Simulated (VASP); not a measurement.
Crystal: InSe.

```
In Se
1.0
     4.04733    0.00000    0.00000
    -2.02366    3.50509    0.00000
     0.00000    0.00000   18.05206
In Se
4 4
Cartesian
  0.0000 2.3367 1.3971
  0.0000 2.3367 16.6550
  0.0000 0.0000 7.6289
  0.0000 0.0000 10.4231
  0.0000 2.3367 6.3721
  0.0000 2.3367 11.6800
  2.0237 1.1684 2.6537
  2.0237 1.1684 15.3984
```

Program: VASP 6.6.1. Alike in all runs: task single point; no spin polarisation; cell as given; cutoff (eV) 520.

Order these runs on this cell by their band gap on the k mesh, lowest first.
A. level LDA; potentials or basis VASP PAW LDA potentials, release 64 (In_d, Se); k mesh 8 × 8 × 2; smearing fermi-dirac 0.05 eV
B. level r2SCAN; potentials or basis VASP PAW PBE potentials, release 64 (In_d, Se); k mesh 12 × 12 × 2; smearing gaussian 0.01 eV
C. level PBE; potentials or basis VASP PAW PBE potentials, release 64 (In_d, Se); k mesh 6 × 6 × 2; smearing fermi-dirac 0.05 eV

A (0.51 eV), C (0.72 eV), B (1.13 eV).

Caveats: spin-orbit coupling is left out, which moves the levels of the heavy elements.

A k mesh can miss the band edges.
